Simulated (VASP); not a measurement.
**NaI: electric field gradients with LDA**

Crystal: NaI.

```xyz
2
Lattice="0.0000 3.2472 3.2472 3.2472 0.0000 3.2472 3.2472 3.2472 0.0000" Properties=species:S:1:pos:R:3 pbc="T T T"
Na    0.0000    0.0000    0.0000
I     3.2472    3.2472    3.2472
```

```json
{
  "Program": "VASP 6.6.1",
  "Task": "electric field gradients",
  "Functional": "LDA",
  "Potentials or basis": "VASP PAW LDA potentials, release 64 (Na_pv, I)",
  "Cutoff": "520 eV",
  "k mesh": "8 × 8 × 8",
  "Occupations": "fermi-dirac, width 0.02 eV",
  "Spin": "no spin polarisation",
  "Dipole correction": "no",
  "Further INCAR settings": "ALGO = Normal; EDIFF = 1e-08; NBANDS = 14"
}
```

```
Pressure                                : -1.7 GPa
Band gap on the k mesh                  : 3.32 eV
Largest electric field gradient by atom : zero within the noise of the run
```

Levels at points of the mesh, in eV from the valence-band top:
| k point | band 3 | band 4 | band 5 | band 6 | band 7 | band 8 | band 9 | band 10 | band 11 | band 12 |
| --- | --- | --- | --- | --- | --- | --- | --- | --- | --- | --- |
| (0.00, 0.00, 0.00) | -22.40 | -11.06 | 0.00 | 0.00 | 0.00 | 3.32 | 7.80 | 7.80 | 7.80 | 9.65 |
| (0.50, 0.00, 0.00) | -22.40 | -10.75 | -2.21 | -0.28 | -0.28 | 4.86 | 7.27 | 7.27 | 8.40 | 10.02 |
| (0.50, 0.50, 0.00) | -22.40 | -10.68 | -1.92 | -0.75 | -0.75 | 4.26 | 5.39 | 9.55 | 10.96 | 10.96 |

Run time: 22 s on 1 thread of Intel(R) Xeon(R) Platinum 8259CL CPU @ 2.50GHz (Skylake/Cascade Lake), on a shared host, peak memory 0.18 GiB.

Caveat: spin-orbit coupling is left out, which moves the levels of the heavy elements.
